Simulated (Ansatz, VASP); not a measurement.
# Sn: VASP beside Ansatz

File POSCAR:

```
Sn
1.0
   -2.9188892203      2.9188892203      1.5763088259
    2.9188892203     -2.9188892203      1.5763088259
    2.9188892203      2.9188892203     -1.5763088259
Sn
2
Direct
    0.0000000000      0.0000000000      0.0000000000
    0.7500000000      0.2500000000      0.5000000000
```

The input INCAR.step1:

```
SYSTEM = Sn
ALGO = Normal ; EDIFF = 1E-4
ENCUT = 520 ; GGA = PE
ISMEAR = 0 ; LASPH = .TRUE.
LCHARG = .FALSE. ; LREAL = .FALSE.
LWAVE = .TRUE. ; NBANDS = 21
NELM = 60 ; PREC = Accurate
SIGMA = 0.1
```

Contents of INCAR.step2:

```
SYSTEM = Sn
ALGO = Normal ; EDIFF = 1E-6
ENCUT = 520 ; ISIF = 2
ISMEAR = 0 ; ISTART = 1
LASPH = .TRUE. ; LCHARG = .FALSE.
LMIXTAU = .TRUE. ; LREAL = .FALSE.
LWAVE = .FALSE. ; METAGGA = R2SCAN
NBANDS = 21 ; NELM = 60
PREC = Accurate ; SIGMA = 0.1
```

The input KPOINTS:

```
k-points
0
G
  16 16 16
  0 0 0
```

Input for Ansatz:

```yaml
crystal:
  lattice:
    - [-2.9188892203, 2.9188892203, 1.5763088259]
    - [2.9188892203, -2.9188892203, 1.5763088259]
    - [2.9188892203, 2.9188892203, -1.5763088259]
  atoms:
    - { symbol: Sn, position: [0.0, 0.0, 0.0] }
    - { symbol: Sn, position: [0.75, 0.25, 0.5] }
basis:
  ecutwfc: 500
kpoints:
  mp_grid: { grid: [16, 16, 16] }
  band_path:
    path:
      - [0.0, 0.0, 0.0]
      - [0.0, 0.0, 0.5]
      - [-0.5, 0.5, 0.5]
      - [0.3229100503, 0.3229100503, -0.3229100503]
      - [-0.3229100503, 0.6770899497, 0.3229100503]
      - [0.25, 0.25, 0.25]
      - [0.0, 0.5, 0.0]
      - [0.125, -0.25, 0.25]
      - [0.3125, 0.3125, -0.3125]
    npoints: 1
hamiltonian:
  xc: r2scan
scf:
  occupations: { method: gaussian, width: 0.1 }
  n_extra_bands: 4
output:
  forces: true
  stress: true
  eigenvalues: true
```

Alike in both runs: task single point; functional r2SCAN; k mesh 16 × 16 × 16; occupations gaussian, width 0.1 eV; no spin polarisation.

|  | VASP | Ansatz |
| --- | --- | --- |
| version | VASP 6.6.1 | Ansatz 0.2.0 |
| potentials or method | VASP PAW PBE potentials, release 64 (Sn_d), cutoff 520 eV | scalar-relativistic, plane waves, PAW |
| valence electrons in the cell | 28 | 28 |

|  | VASP | Ansatz | Ansatz less VASP |
| --- | --- | --- | --- |
| gap on the k mesh at the Fermi level (eV) | none | none | - |
| pressure (GPa) | 1.5 | 1.5 | +0.02 |
| traceless stress, the component that is largest in VASP (GPa) | 0.06 | 0.05 | -0.003 |

VASP's potentials were made for PBE, not for r2SCAN. A gap of «none» marks a metal or a gap that the smearing closes. With one functional, cell and mesh, what is left measures potentials, basis and numerics.
